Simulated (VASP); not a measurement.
# Pd (Fm-3m) in VASP: single point with PBEsol+D3(BJ)

Aim: the single point of Pd with PBEsol+D3(BJ).

All numbers are computed with VASP 6.6.1; they aren't measurements. Logs are shortened: lines on timing, memory, paths and dates and some standing lists are left out, and cuts for length are marked.

## Step 1: The cell of the first run

The structure is cubic, space group Fm-3m (No. 225). The conventional cell has a = 3.832 Å, b = 3.832 Å, c = 3.832 Å, α = 90.00°, β = 90.00°, γ = 90.00°. Within 3.6 Å of Pd (site symmetry m-3m) lie 12 Pd at 2.71 Å.

## Step 2: Single point, PBEsol+D3(BJ)

The input, INCAR:

```
SYSTEM = Pd
PREC     = Accurate       ! precision mode
ENCUT    = 500            ! plane-wave cutoff, eV
EDIFF    = 1E-6           ! SCF threshold, eV
ISMEAR   = 0              ! smearing method
SIGMA    = 0.1            ! smearing width, eV
LREAL    = .FALSE.        ! projectors in reciprocal space
LASPH    = .TRUE.         ! aspherical terms in the spheres
NELM     = 120            ! most SCF steps
ALGO     = Normal         ! electronic algorithm
ISIF     = 2              ! what is computed and relaxed
LWAVE    = .FALSE.        ! write WAVECAR
LCHARG   = .FALSE.        ! write CHGCAR
GGA      = PS             ! functional
IVDW     = 12             ! dispersion correction
NBANDS   = 11             ! bands
GGA_COMPAT= .FALSE.
```

The input, KPOINTS:

```
Automatic mesh
0
G
  18 18 18
  0 0 0
```

The input, POSCAR:

```
Pd
1.0
    0.0000000000      1.9159489092      1.9159489092
    1.9159489092      0.0000000000      1.9159489092
    1.9159489092      1.9159489092      0.0000000000
Pd
1
Direct
    0.0000000000      0.0000000000      0.0000000000
```

Potentials or basis: VASP PAW PBE potentials, release 64 (Pd).

The run is started by

```
$ cat potpaw_PBE.64/Pd/POTCAR > POTCAR
$ mpirun -np 1 vasp_std > vasp.out
```

OUTCAR:

```text
SYSTEM = Pd
   PREC = Accurate
   ENCUT = 500
   EDIFF = 1E-6
   ISMEAR = 0
   LREAL = .FALSE.
   LASPH = .TRUE.
   NELM = 120
   ISIF = 2
   GGA = PS
   IVDW = 12
 IVDW          = 12

 ion  position               nearest neighbor table
   1  0.000  0.000  0.000-

  LATTYP: Found a face centered cubic cell.
 ALAT       =     3.8318978184

  Lattice vectors:

 A1 = (   0.0000000000,   1.9159489092,   1.9159489092)
 A2 = (   1.9159489092,   0.0000000000,   1.9159489092)
 A3 = (   1.9159489092,   1.9159489092,   0.0000000000)

Analysis of symmetry for initial positions (statically):
[... 5 lines left out ...]
 face centered cubic supercell.

 Subroutine GETGRP returns: Found 48 space group operations
 (whereof 48 operations were pure point group operations)
 out of a pool of 48 trial point group operations.

The static configuration has the point symmetry O_h .

Analysis of symmetry for dynamics (positions and initial velocities):
[... 5 lines left out ...]
 face centered cubic supercell.

 Subroutine GETGRP returns: Found 48 space group operations
 (whereof 48 operations were pure point group operations)
 out of a pool of 48 trial point group operations.

The dynamic configuration has the point symmetry O_h .

 Subroutine INISYM returns: Found 48 space group operations
 (whereof 48 operations are pure point group operations),
 and found     1 'primitive' translations

----------------------------------------------------------------------------------------

                                     Primitive cell

  volume of cell :      14.0664

  direct lattice vectors                    reciprocal lattice vectors
     0.000000000  1.915948909  1.915948909    -0.260967293  0.260967293  0.260967293
     1.915948909  0.000000000  1.915948909     0.260967293 -0.260967293  0.260967293
     1.915948909  1.915948909  0.000000000     0.260967293  0.260967293 -0.260967293

  length of vectors
     2.709560932  2.709560932  2.709560932     0.452008610  0.452008610  0.452008610

  position of ions in fractional coordinates (direct lattice)
     0.000000000  0.000000000  0.000000000

  ion indices of the primitive-cell ions
   primitive index   ion index
                 1           1

----------------------------------------------------------------------------------------

 KPOINTS: Automatic mesh

Automatic generation of k-mesh.
 Grid dimensions read from file:
 generate k-points for:   18   18   18

 Generating k-lattice:

  Cartesian coordinates                     Fractional coordinates (reciprocal lattice)
    -0.014498183  0.014498183  0.014498183     0.055555556  0.000000000  0.000000000
     0.014498183 -0.014498183  0.014498183     0.000000000  0.055555556  0.000000000
     0.014498183  0.014498183 -0.014498183     0.000000000  0.000000000  0.055555556

  Length of vectors
     0.025111589  0.025111589  0.025111589

  Shift w.r.t. Gamma in fractional coordinates (k-lattice)
     0.000000000  0.000000000  0.000000000

 Subroutine IBZKPT returns following result:
 ===========================================

 Found    195 irreducible k-points:

 Following reciprocal coordinates:
            Coordinates               Weight
  0.000000  0.000000  0.000000      1.000000
  0.055556  0.000000  0.000000      8.000000
  0.111111  0.000000  0.000000      8.000000
  0.166667  0.000000  0.000000      8.000000
  0.222222  0.000000  0.000000      8.000000
  0.277778  0.000000  0.000000      8.000000
[... 16 lines left out ...]
 -0.277778  0.055556  0.000000     24.000000
 -0.222222  0.055556  0.000000     24.000000
 [... further k-points ...]
   k-points           NKPTS =    195   k-points in BZ     NKDIM =    195   number of bands    NBANDS=     11
   number of dos      NEDOS =    301   number of ions     NIONS =      1
   total plane-waves  NPLWV =   8000
   dimension x,y,z NGX =    20 NGY =   20 NGZ =   20
   dimension x,y,z NGXF=    40 NGYF=   40 NGZF=   40
   ions per type =               1
   NGX,Y,Z   is equivalent  to a cutoff of  12.27, 12.27, 12.27 a.u.
   NGXF,Y,Z  is equivalent  to a cutoff of  24.54, 24.54, 24.54 a.u.
 SYSTEM =  Pd
   PREC   = accura    normal or accurate (medium, high low for compatibility)
   ISTART =      0    job   : 0-new  1-cont  2-samecut
   ICHARG =      2    charge: 1-file 2-atom 10-const
   ISPIN  =      1    spin polarized calculation?
   LNONCOLLINEAR =      F non collinear calculations
   LSORBIT =      F    spin-orbit coupling
   LASPH  =      T    aspherical Exc in radial PAW
   ENCUT  =  500.0 eV  36.75 Ry    6.06 a.u.   4.94  4.94  4.94*2*pi/ulx,y,z
   NELM   =    120;   NELMIN=  2; NELMDL= -5     # of ELM steps
   EDIFF  = 0.1E-05   stopping-criterion for ELM
   LREAL  =      F    real-space projection
   EDIFFG = 0.1E-04   stopping-criterion for IOM
   NSW    =      0    number of steps for IOM
   IBRION =     -1    ionic relax: 0-MD 1-quasi-New 2-CG
   NFREE  =      0    steps in history (QN), initial steepest desc. (CG)
   ISIF   =      2    stress and relaxation
   ISYM   =      2    0-nonsym 1-usesym 2-fastsym
   POTIM  = 0.5000    time-step for ionic-motion
   TEBEG  =    0.0;   TEEND  =   0.0 temperature during run
   PSTRESS=    0.0 pullay stress
   NELECT =      10.0000    total number of electrons
   NUPDOWN=      -1.0000    fix difference up-down
   EMIN   =  10.00;   EMAX   =-10.00  energy-range for DOS
   EFERMI =   0.00;   METHOD = LEGACY
   ISMEAR =     0;   SIGMA  =   0.10  broadening in eV -4-tet -1-fermi 0-gaus
   EFERMI_NEDOS =   21; number of points for ismear=-14 and -15
   IALGO  =     38    algorithm
   IMIX   =      4    mixing-type and parameters
     AMIX     =   0.40;   BMIX     =  1.00
     AMIX_MAG =   1.60;   BMIX_MAG =  1.00
  volume/ion in A,a.u.               =      14.07        94.92
  Fermi-wavevector in a.u.,A,eV,Ry     =   1.461103  2.761085 29.046027  2.134823
  Thomas-Fermi vector in A             =   2.577474
   LORBIT       =      0    0 simple, 1 ext, 2 COOP (PROOUT), +10 PAW based schemes
   GGA     = PS    functional components
   LHFCALC =     F    Hartree Fock is set to
   AEXX    =    0.0000 exact exchange contribution
   IVDW    =    12    specifies the selected vdW correction
   LEPSILON=     F    determine dielectric tensor
   LRPA    =     F    only Hartree local field effects (RPA)
 non-spin polarized calculation
 Gauss-broadening in eV      SIGMA  =   0.10
  energy-cutoff  :      500.00
  volume of cell :       14.07
 maximum number of plane-waves:       369
   NGX =  9   NGY =  9   NGZ =  9

 number of electron      10.0000005 magnetization

 Free energy of the ion-electron system (eV)
  ---------------------------------------------------
  ext. energy  EPLUGINS =         0.00000000
  ---------------------------------------------------
  free energy    TOTEN  =        -5.95933975 eV

  energy without entropy =       -5.94839422  energy(sigma->0) =       -5.95386699

 E-fermi :  10.4524     XC(G=0): -13.6773

 val. band max:       10.4523028544   @ k =  -0.4444   0.3889   0.1111
 cond. band min:      10.4534697022   @ k =  -0.3333   0.0556   0.0000
 fundamental gap:      0.0011668479
 Fermi energy:        10.4524108785

 k-point     1 :       0.0000    0.0000    0.0000
  band No.  band energies     occupation
      1       2.8284      2.00000
      2       7.3666      2.00000
      3       7.3666      2.00000
      4       7.3666      2.00000
      5       9.1310      2.00000
      6       9.1310      2.00000
      7      27.5822      0.00000
      8      32.6271      0.00000
      9      32.6271      0.00000
     10      32.6271      0.00000
     11      36.3714      0.00000

 k-point     2 :       0.0556    0.0000    0.0000
  band No.  band energies     occupation
      1       2.9458      2.00000
      2       7.3220      2.00000
      3       7.4089      2.00000
      4       7.4089      2.00000
      5       9.1097      2.00000
      6       9.1097      2.00000
      7      27.7202      0.00000
      8      31.8641      0.00000
      9      32.7723      0.00000
     10      32.7723      0.00000
     11      36.4031      0.00000

 k-point     3 :       0.1111    0.0000    0.0000
  band No.  band energies     occupation
      1       3.2845      2.00000
      2       7.2106      2.00000
      3       7.5196      2.00000
      4       7.5196      2.00000
      5       9.0645      2.00000
      6       9.0645      2.00000
      7      28.0523      0.00000
      8      30.3092      0.00000
      9      33.1877      0.00000
     10      33.1877      0.00000
     11      36.4257      0.00000

 k-point     4 :       0.1667    0.0000    0.0000
  band No.  band energies     occupation
      1       3.7939      2.00000
      2       7.1051      2.00000
      3       7.6439      2.00000
      4       7.6439      2.00000
      5       9.0556      2.00000
      6       9.0556      2.00000
      7      27.9547      0.00000
      8      28.9945      0.00000
      9      33.8043      0.00000
     10      33.8043      0.00000
     11      36.5093      0.00000

 k-point     5 :       0.2222    0.0000    0.0000
  band No.  band energies     occupation
      1       4.3481      2.00000
      2       7.1544      2.00000
      3       7.6982      2.00000
      4       7.6982      2.00000
      5       9.1690      2.00000
      6       9.1690      2.00000
      7      26.2871      0.00000
      8      28.8708      0.00000
      9      34.4508      0.00000
     10      34.4508      0.00000
     11      36.3545      0.00000
[... 211 lines left out ...]
 k-point    21 :      -0.3889    0.0556    0.0000
  band No.  band energies     occupation
      1       4.8642      2.00000
      2       7.3455      2.00000
      3       7.4474      2.00000
      4       9.3437      2.00000
      5      10.0561      2.00000
      6      11.1008      0.00000
      7      19.7607      0.00000
      8      27.3576      0.00000
      9      31.5049      0.00000
     10      32.8865      0.00000
     11      36.4107      0.00000

 k-point    22 :      -0.3333    0.0556    0.0000
  band No.  band energies     occupation
      1       4.9218      2.00000
      2       7.4586      2.00000
      3       7.5489      2.00000
      4       8.5303      2.00000
      5       9.6898      2.00000
      6      10.4535      0.98805
      7      21.6298      0.00000
      8      27.8135      0.00000
      9      32.0328      0.00000
     10      34.1378      0.00000
     11      36.3902      0.00000

 k-point    23 :      -0.2778    0.0556    0.0000
  band No.  band energies     occupation
      1       4.8866      2.00000
      2       7.5174      2.00000
      3       7.6702      2.00000
      4       7.7385      2.00000
      5       9.3021      2.00000
      6       9.9545      2.00000
      7      23.6715      0.00000
      8      28.3630      0.00000
      9      32.7152      0.00000
     10      35.6965      0.00000
     11      35.9167      0.00000

 k-point    24 :      -0.2222    0.0556    0.0000
  band No.  band energies     occupation
      1       4.6028      2.00000
      2       7.1111      2.00000
      3       7.7163      2.00000
      4       7.7554      2.00000
      5       8.9903      2.00000
      6       9.5623      2.00000
      7      25.7033      0.00000
      8      28.7918      0.00000
      9      33.1496      0.00000
     10      35.3963      0.00000
     11      35.8904      0.00000

 [... further k-points ...]

------------------------ aborting loop because EDIFF is reached ----------------------------------------

 Edisp (eV)   -0.65240

 E8    (eV) :    -0.4355

  FORCE on cell =-STRESS in cart. coord.  units (eV):
  Direction    XX          YY          ZZ          XY          YZ          ZX
  --------------------------------------------------------------------------------------
  -------------------------------------------------------------------------------------
  Total      -0.02896    -0.02896    -0.02896     0.00000     0.00000    -0.00000
  in kB      -3.29901    -3.29901    -3.29901     0.00000     0.00000    -0.00000
  external pressure =       -3.30 kB  Pullay stress =        0.00 kB

 VOLUME and BASIS-vectors are now :
 -----------------------------------------------------------------------------
  energy-cutoff  :      500.00
  volume of cell :       14.07
      direct lattice vectors                 reciprocal lattice vectors
     0.000000000  1.915948909  1.915948909    -0.260967293  0.260967293  0.260967293
     1.915948909  0.000000000  1.915948909     0.260967293 -0.260967293  0.260967293
     1.915948909  1.915948909  0.000000000     0.260967293  0.260967293 -0.260967293

 POSITION                                       TOTAL-FORCE (eV/Angst)
 -----------------------------------------------------------------------------------
      0.00000      0.00000      0.00000         0.000000      0.000000      0.000000
 -----------------------------------------------------------------------------------
    total drift:                                0.000000      0.000000      0.000000

  FREE ENERGIE OF THE ION-ELECTRON SYSTEM (eV)
  ---------------------------------------------------
  free  energy   TOTEN  =        -6.6117446803 eV

  energy  without entropy=       -6.6007991488  energy(sigma->0) =       -6.60627191
```

It took 47 s on 1 thread of Intel Xeon 8259CL, shared host; peak memory 0.15 GiB.

What came out:

```
Free energy                : -6.6117 eV
Pressure                   : -0.3 GPa
Band gap on the k mesh     : zero (band 5 reaches 10.78 eV, above the bottom of band 6 at 9.06 eV)
Dispersion energy per atom : -0.652 eV
```

Caveat: the PAW data sets were made with another functional, which shifts forces and pressure a little; pairwise dispersion overbinds metals, which lowers pressure and volume.
